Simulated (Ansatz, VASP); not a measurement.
## Si4Ni2Cl: VASP beside Ansatz

INCAR

```
SYSTEM = Si4Ni2Cl
PREC     = Accurate       ! precision mode
ENCUT    = 520            ! plane-wave cutoff, eV
EDIFF    = 1E-6           ! SCF threshold, eV
ISMEAR   = 0              ! smearing method
SIGMA    = 0.1            ! smearing width, eV
LREAL    = .FALSE.        ! projectors in reciprocal space
LASPH    = .TRUE.         ! aspherical terms in the spheres
NELM     = 100            ! most SCF steps
ALGO     = Normal         ! electronic algorithm
ISIF     = 2              ! what is computed and relaxed
LWAVE    = .FALSE.        ! write WAVECAR
LCHARG   = .FALSE.        ! write CHGCAR
LDIPOL   = .TRUE.       
IDIPOL   = 3            
DIPOL    = 0.5 0.5 0.322
GGA      = PE             ! functional
IVDW     = 12             ! dispersion correction
NBANDS   = 30             ! bands
```

File KPOINTS:

```
regular mesh
0
G
  9 9 1
  0 0 0
```

File POSCAR:

```
Si4Ni2Cl
1.0
    3.8050033500      0.0000000000      0.0000000000
   -1.9025016750      3.2952295626      0.0000000000
    0.0000000000      0.0000000000     21.9577179380
Si Ni Cl
4 2 1
Direct
    0.0000000000      0.0000000000      0.1821682932
    0.3333333333      0.6666666667      0.2529127174
    0.6666666667      0.3333333333      0.3239192436
    0.0000000000      0.0000000000      0.3897362177
    0.6666666667      0.3333333333      0.2175405053
    0.3333333333      0.6666666667      0.3579573843
    0.5000000000      0.3333333333      0.5309166449
```

Input for Ansatz:

```yaml
crystal:
  lattice:
    - [3.80500335, 0.0, 0.0]
    - [-1.902501675, 3.2952295626, 0.0]
    - [0.0, 0.0, 21.957717938]
  atoms:
    - { symbol: Si, position: [0.0, 0.0, 0.1821682932] }
    - { symbol: Ni, position: [0.6666666667, 0.3333333333, 0.2175405053] }
    - { symbol: Si, position: [0.3333333333, 0.6666666667, 0.2529127174] }
    - { symbol: Si, position: [0.6666666667, 0.3333333333, 0.3239192436] }
    - { symbol: Ni, position: [0.3333333333, 0.6666666667, 0.3579573843] }
    - { symbol: Si, position: [0.0, 0.0, 0.3897362177] }
    - { symbol: Cl, position: [0.5, 0.3333333333, 0.5309166449] }
basis:
  ecutwfc: 420
kpoints:
  mp_grid: { grid: [9, 9, 1] }
hamiltonian:
  xc: pbe
  pseudopotentials: { kind: paw, azcp: { folder: soft_1 } }
  dispersion: d3bj
scf:
  occupations: { method: gaussian, width: 0.1 }
output:
  forces: true
  eigenvalues: true
efield:
  axis: 3
  dipole_correction: true
  ramp_width: 0.04
```

Alike in both runs: task single point; functional PBE; dispersion D3(BJ); k mesh 9 × 9 × 1; occupations gaussian, width 0.1 eV; no spin polarisation.

```csv
,VASP,Ansatz
version,VASP 6.6.1,Ansatz 0.2.0
potentials or method,"VASP PAW PBE potentials, release 64 (Si, Ni, Cl), cutoff 520 eV","scalar-relativistic, plane waves, PAW"
valence electrons in the cell,43,59
```

|  | VASP | Ansatz | Ansatz less VASP |
| --- | --- | --- | --- |
| gap on the k mesh at the Fermi level (eV) | none | none | - |
| rms of the force components (eV/Å) | 0.352 | 0.353 | +0.0011 |

A gap of «none» marks a metal or a gap that the smearing closes. VASP's potentials hold 43 valence electrons a cell and Ansatz's 59, so a difference there can come from the potentials and not from the codes.
